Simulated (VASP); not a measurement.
# NaH (e600) (Fm-3m) in VASP: single point with PBEsol

Aim: the single point of NaH (e600) with PBEsol.

All numbers are computed with VASP 6.6.1; they aren't measurements. Logs are shortened: lines on timing, memory, paths and dates and some standing lists are left out, and cuts for length are marked.

## Step 1: The cell of the first run

Symmetry: Fm-3m, No. 225, cubic system. Conventional cell: a = 4.792 Å, b = 4.792 Å, c = 4.792 Å, α = 90.00°, β = 90.00°, γ = 90.00°. Within 3.2 Å of Na (site symmetry m-3m) lie 6 H at 2.40 Å. Within 3.2 Å of H (site symmetry m-3m) lie 6 Na at 2.40 Å.

## Step 2: Single point, PBEsol

File INCAR:

```
PREC = Accurate
ENCUT = 500
EDIFF = 1E-6
ISMEAR = 0
SIGMA = 0.02
LREAL = False
LASPH = True
NELM = 120
ALGO = Normal
ISIF = 2
LWAVE = False
LCHARG = False
GGA = PS
NBANDS = 11
GGA_COMPAT = False
```

File KPOINTS:

```
Automatic mesh
0
Gamma
  8 8 8
```

File POSCAR:

```
NaH
1.0
    0.0000000000      2.3957637966      2.3957637966
    2.3957637966      0.0000000000      2.3957637966
    2.3957637966      2.3957637966      0.0000000000
Na H
1 1
Direct
    0.0000000000      0.0000000000      0.0000000000
    0.5000000000      0.5000000000      0.5000000000
```

Potentials or basis: VASP PAW PBE potentials, release 64 (Na_pv, H).

Command:

```sh
cat potpaw_PBE.64/Na_pv/POTCAR potpaw_PBE.64/H/POTCAR > POTCAR
mpirun -np 1 vasp_std > vasp.out
```

OUTCAR:

```text
PREC = Accurate
   ENCUT = 500
   EDIFF = 1E-6
   ISMEAR = 0
   LREAL = False
   LASPH = True
   NELM = 120
   ISIF = 2
   GGA = PS

 ion  position               nearest neighbor table
   1  0.000  0.000  0.000-
   2  0.500  0.500  0.500-

  LATTYP: Found a face centered cubic cell.
 ALAT       =     4.7915275932

  Lattice vectors:

 A1 = (   0.0000000000,   2.3957637966,   2.3957637966)
 A2 = (   2.3957637966,   0.0000000000,   2.3957637966)
 A3 = (   2.3957637966,   2.3957637966,   0.0000000000)

Analysis of symmetry for initial positions (statically):
=====================================================================
 Subroutine PRICEL returns:
 Original cell was already a primitive cell.

 Routine SETGRP: Setting up the symmetry group for a
 face centered cubic supercell.

 Subroutine GETGRP returns: Found 48 space group operations
 (whereof 48 operations were pure point group operations)
 out of a pool of 48 trial point group operations.

The static configuration has the point symmetry O_h .

Analysis of symmetry for dynamics (positions and initial velocities):
=====================================================================
 Subroutine PRICEL returns:
 Original cell was already a primitive cell.

 Routine SETGRP: Setting up the symmetry group for a
 face centered cubic supercell.

 Subroutine GETGRP returns: Found 48 space group operations
 (whereof 48 operations were pure point group operations)
 out of a pool of 48 trial point group operations.

The dynamic configuration has the point symmetry O_h .

 Subroutine INISYM returns: Found 48 space group operations
 (whereof 48 operations are pure point group operations),
 and found     1 'primitive' translations

----------------------------------------------------------------------------------------

                                     Primitive cell

  volume of cell :      27.5019

  direct lattice vectors                    reciprocal lattice vectors
     0.000000000  2.395763797  2.395763797    -0.208701710  0.208701710  0.208701710
     2.395763797  0.000000000  2.395763797     0.208701710 -0.208701710  0.208701710
     2.395763797  2.395763797  0.000000000     0.208701710  0.208701710 -0.208701710

  length of vectors
     3.388121653  3.388121653  3.388121653     0.361481965  0.361481965  0.361481965

  position of ions in fractional coordinates (direct lattice)
     0.000000000  0.000000000  0.000000000
     0.500000000  0.500000000  0.500000000

  ion indices of the primitive-cell ions
   primitive index   ion index
                 1           1
                 2           2

----------------------------------------------------------------------------------------

 KPOINTS: Automatic mesh

Automatic generation of k-mesh.
 Grid dimensions read from file:
 generate k-points for:    8    8    8

 Generating k-lattice:

  Cartesian coordinates                     Fractional coordinates (reciprocal lattice)
    -0.026087714  0.026087714  0.026087714     0.125000000  0.000000000  0.000000000
     0.026087714 -0.026087714  0.026087714     0.000000000  0.125000000  0.000000000
     0.026087714  0.026087714 -0.026087714     0.000000000  0.000000000  0.125000000

  Length of vectors
     0.045185246  0.045185246  0.045185246

  Shift w.r.t. Gamma in fractional coordinates (k-lattice)
     0.000000000  0.000000000  0.000000000

 Subroutine IBZKPT returns following result:
 ===========================================

 Found     29 irreducible k-points:

 Following reciprocal coordinates:
            Coordinates               Weight
  0.000000  0.000000  0.000000      1.000000
  0.125000  0.000000  0.000000      8.000000
  0.250000  0.000000  0.000000      8.000000
  0.375000  0.000000  0.000000      8.000000
  0.500000  0.000000  0.000000      4.000000
  0.125000  0.125000  0.000000      6.000000
[... 16 lines left out ...]
  0.500000  0.250000  0.125000     48.000000
 -0.375000  0.250000  0.125000     24.000000
 [... further k-points ...]
   k-points           NKPTS =     29   k-points in BZ     NKDIM =     29   number of bands    NBANDS=     11
   number of dos      NEDOS =    301   number of ions     NIONS =      2
   total plane-waves  NPLWV =  21952
   dimension x,y,z NGX =    28 NGY =   28 NGZ =   28
   dimension x,y,z NGXF=    56 NGYF=   56 NGZF=   56
   ions per type =               1   1
   NGX,Y,Z   is equivalent  to a cutoff of  13.74, 13.74, 13.74 a.u.
   NGXF,Y,Z  is equivalent  to a cutoff of  27.48, 27.48, 27.48 a.u.
 SYSTEM =  unknown system
   PREC   = accura    normal or accurate (medium, high low for compatibility)
   ISTART =      0    job   : 0-new  1-cont  2-samecut
   ICHARG =      2    charge: 1-file 2-atom 10-const
   ISPIN  =      1    spin polarized calculation?
   LNONCOLLINEAR =      F non collinear calculations
   LSORBIT =      F    spin-orbit coupling
   LASPH  =      T    aspherical Exc in radial PAW
   ENCUT  =  500.0 eV  36.75 Ry    6.06 a.u.   6.18  6.18  6.18*2*pi/ulx,y,z
   NELM   =    120;   NELMIN=  2; NELMDL= -5     # of ELM steps
   EDIFF  = 0.1E-05   stopping-criterion for ELM
   LREAL  =      F    real-space projection
   EDIFFG = 0.1E-04   stopping-criterion for IOM
   NSW    =      0    number of steps for IOM
   IBRION =     -1    ionic relax: 0-MD 1-quasi-New 2-CG
   NFREE  =      0    steps in history (QN), initial steepest desc. (CG)
   ISIF   =      2    stress and relaxation
   ISYM   =      2    0-nonsym 1-usesym 2-fastsym
   POTIM  = 0.5000    time-step for ionic-motion
   TEBEG  =    0.0;   TEEND  =   0.0 temperature during run
   PSTRESS=    0.0 pullay stress
   NELECT =       8.0000    total number of electrons
   NUPDOWN=      -1.0000    fix difference up-down
   EMIN   =  10.00;   EMAX   =-10.00  energy-range for DOS
   EFERMI =   0.00;   METHOD = LEGACY
   ISMEAR =     0;   SIGMA  =   0.02  broadening in eV -4-tet -1-fermi 0-gaus
   EFERMI_NEDOS =   21; number of points for ismear=-14 and -15
   IALGO  =     38    algorithm
   IMIX   =      4    mixing-type and parameters
     AMIX     =   0.40;   BMIX     =  1.00
     AMIX_MAG =   1.60;   BMIX_MAG =  1.00
  volume/ion in A,a.u.               =      13.75        92.80
  Fermi-wavevector in a.u.,A,eV,Ry     =   1.084720  2.049823 16.008842  1.176617
  Thomas-Fermi vector in A             =   2.220816
   LORBIT       =      0    0 simple, 1 ext, 2 COOP (PROOUT), +10 PAW based schemes
   GGA     = PS    functional components
   LHFCALC =     F    Hartree Fock is set to
   AEXX    =    0.0000 exact exchange contribution
   IVDW    =     0    specifies the selected vdW correction
   LEPSILON=     F    determine dielectric tensor
   LRPA    =     F    only Hartree local field effects (RPA)
 non-spin polarized calculation
 Gauss-broadening in eV      SIGMA  =   0.02
  energy-cutoff  :      500.00
  volume of cell :       27.50
 maximum number of plane-waves:       725
 NGX is ok and might be reduce to    28
   NGX = 13   NGY = 13   NGZ = 13

 number of electron       7.9999992 magnetization

 Free energy of the ion-electron system (eV)
  ---------------------------------------------------
  ext. energy  EPLUGINS =         0.00000000
  ---------------------------------------------------
  free energy    TOTEN  =        -5.08582471 eV

  energy without entropy =       -5.08582471  energy(sigma->0) =       -5.08582471

 E-fermi :  -0.8307     XC(G=0):  -7.9778

 val. band max:       -1.0114259740   @ k =  -0.2500   0.5000   0.2500
 cond. band min:       2.5924757405   @ k =   0.5000   0.0000   0.0000
 fundamental gap:      3.6039017145
 Fermi energy:        -0.8307120272

 k-point     1 :       0.0000    0.0000    0.0000
  band No.  band energies     occupation
      1     -22.9674      2.00000
      2     -22.9674      2.00000
      3     -22.9674      2.00000
      4      -4.8095      2.00000
      5       9.6282      0.00000
      6      14.5749      0.00000
      7      14.5749      0.00000
      8      14.5749      0.00000
      9      15.5865      0.00000
     10      15.5865      0.00000
     11      15.5865      0.00000

 k-point     2 :       0.1250    0.0000    0.0000
  band No.  band energies     occupation
      1     -22.9831      2.00000
      2     -22.9692      2.00000
      3     -22.9692      2.00000
      4      -4.5319      2.00000
      5       8.6798      0.00000
      6      11.9521      0.00000
      7      13.8001      0.00000
      8      13.8001      0.00000
      9      16.5217      0.00000
     10      16.5217      0.00000
     11      16.6348      0.00000

 k-point     3 :       0.2500    0.0000    0.0000
  band No.  band energies     occupation
      1     -23.0206      2.00000
      2     -22.9737      2.00000
      3     -22.9737      2.00000
      4      -3.7420      2.00000
      5       6.2177      0.00000
      6      10.5239      0.00000
      7      13.0080      0.00000
      8      13.0080      0.00000
      9      16.4951      0.00000
     10      16.4951      0.00000
     11      17.8906      0.00000

 k-point     4 :       0.3750    0.0000    0.0000
  band No.  band energies     occupation
      1     -23.0576      2.00000
      2     -22.9781      2.00000
      3     -22.9781      2.00000
      4      -2.6268      2.00000
      5       3.7659      0.00000
      6       9.9549      0.00000
      7      12.5314      0.00000
      8      12.5314      0.00000
      9      15.7429      0.00000
     10      15.7430      0.00000
     11      18.2075      0.00000
[... 239 lines left out ...]
 k-point    22 :       0.3750    0.2500    0.1250
  band No.  band energies     occupation
      1     -23.0291      2.00000
      2     -22.9920      2.00000
      3     -22.9797      2.00000
      4      -3.1032      2.00000
      5       5.8643      0.00000
      6       8.1078      0.00000
      7      11.2477      0.00000
      8      14.0867      0.00000
      9      14.5475      0.00000
     10      17.1605      0.00000
     11      19.8229      0.00000

 k-point    23 :       0.5000    0.2500    0.1250
  band No.  band energies     occupation
      1     -23.0484      2.00000
      2     -23.0027      2.00000
      3     -22.9853      2.00000
      4      -2.1137      2.00000
      5       4.2915      0.00000
      6       6.9629      0.00000
      7      10.3670      0.00000
      8      14.0668      0.00000
      9      15.3433      0.00000
     10      17.4195      0.00000
     11      19.6058      0.00000

 k-point    24 :      -0.3750    0.2500    0.1250
  band No.  band energies     occupation
      1     -23.0566      2.00000
      2     -23.0061      2.00000
      3     -22.9884      2.00000
      4      -1.5286      2.00000
      5       3.3847      0.00000
      6       6.7140      0.00000
      7      10.0073      0.00000
      8      14.0060      0.00000
      9      15.2182      0.00000
     10      18.4956      0.00000
     11      20.6427      0.00000

 [... further k-points ...]

------------------------ aborting loop because EDIFF is reached ----------------------------------------

  FORCE on cell =-STRESS in cart. coord.  units (eV):
  Direction    XX          YY          ZZ          XY          YZ          ZX
  --------------------------------------------------------------------------------------
  -------------------------------------------------------------------------------------
  Total       -0.0099068     -0.0099068     -0.0099068     -0.0000000     -0.0000000      0.0000000
  in kB       -0.5771395     -0.5771395     -0.5771395     -0.0000000     -0.0000000      0.0000000
  external PRESSURE =      -0.5771395 kB  Pullay stress =       0.0000000 kB

 VOLUME and BASIS-vectors are now :
 -----------------------------------------------------------------------------
  energy-cutoff  :      500.00
  volume of cell :       27.50
      direct lattice vectors                 reciprocal lattice vectors
     0.000000000  2.395763797  2.395763797    -0.208701710  0.208701710  0.208701710
     2.395763797  0.000000000  2.395763797     0.208701710 -0.208701710  0.208701710
     2.395763797  2.395763797  0.000000000     0.208701710  0.208701710 -0.208701710

 POSITION                                       TOTAL-FORCE (eV/Angst)
 -----------------------------------------------------------------------------------
      0.00000      0.00000      0.00000         0.000000     -0.000000      0.000000
      2.39576      2.39576      2.39576        -0.000000      0.000000     -0.000000
 -----------------------------------------------------------------------------------
    total drift:                               -0.000000     -0.000000     -0.000000

  FREE ENERGIE OF THE ION-ELECTRON SYSTEM (eV)
  ---------------------------------------------------
  free  energy   TOTEN  =        -5.0858247121 eV

  energy  without entropy=       -5.0858247121  energy(sigma->0) =       -5.08582471
```

Wall time 9 s (1 thread of Intel Xeon Platinum 8259CL at 2.50GHz (Skylake/Cascade Lake), shared host); peak memory 0.14 GiB.

What came out:

```
Free energy            : -5.0858 eV
Pressure               : -0.1 GPa
Band gap on the k mesh : 3.60 eV, indirect (least direct gap 4.51 eV)
```

Caveat: the PAW data sets were made with another functional, which shifts forces and pressure a little.
